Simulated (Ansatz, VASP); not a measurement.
Ta5TiN6: VASP beside Ansatz

```
Ti Ta N
1.0
     3.11264    0.00000    0.00000
     0.00000    3.11264    0.00000
     0.00000    0.00000   13.14324
Ti Ta N
1 5 6
Direct
  0.50000 0.50000 0.50000
  0.00000 0.00000 0.00000
  0.50000 0.50000 0.16726
  0.00000 0.00000 0.33925
  0.00000 0.00000 0.66075
  0.50000 0.50000 0.83274
  0.00000 0.00000 0.83127
  0.50000 0.50000 0.00000
  0.00000 0.00000 0.16873
  0.50000 0.50000 0.33575
  0.00000 0.00000 0.50000
  0.50000 0.50000 0.66425
```

Alike in both runs: functional PBE; k mesh 6 × 6 × 2; occupations gaussian, width 0.1 eV; collinear spin.

Ansatz relaxed the structure, and its values are those at the end. VASP's run is a single point on that final structure, the one shown.

|  | VASP | Ansatz |
| --- | --- | --- |
| version | VASP 6.6.1 | Ansatz 0.2.0 |
| potentials or method | VASP PAW PBE potentials, release 64 (Ti_sv, Ta_pv, N), cutoff 520 eV | scalar-relativistic, plane waves, PAW |
| valence electrons in the cell | 97 | 107 |

```tsv
	VASP	Ansatz	Ansatz less VASP
gap on the k mesh at the Fermi level (eV)	none	none	-
pressure (GPa)	0.7	0.0	-0.74
net moment per atom (μB)	0.00	0.00	0.000
```

A gap of «none» marks a metal or a gap that the smearing closes. VASP's potentials hold 97 valence electrons a cell and Ansatz's 107, so a difference there can come from the potentials and not from the codes. Ansatz's warnings: seeded moment not kept.

Spin-orbit coupling is off throughout.
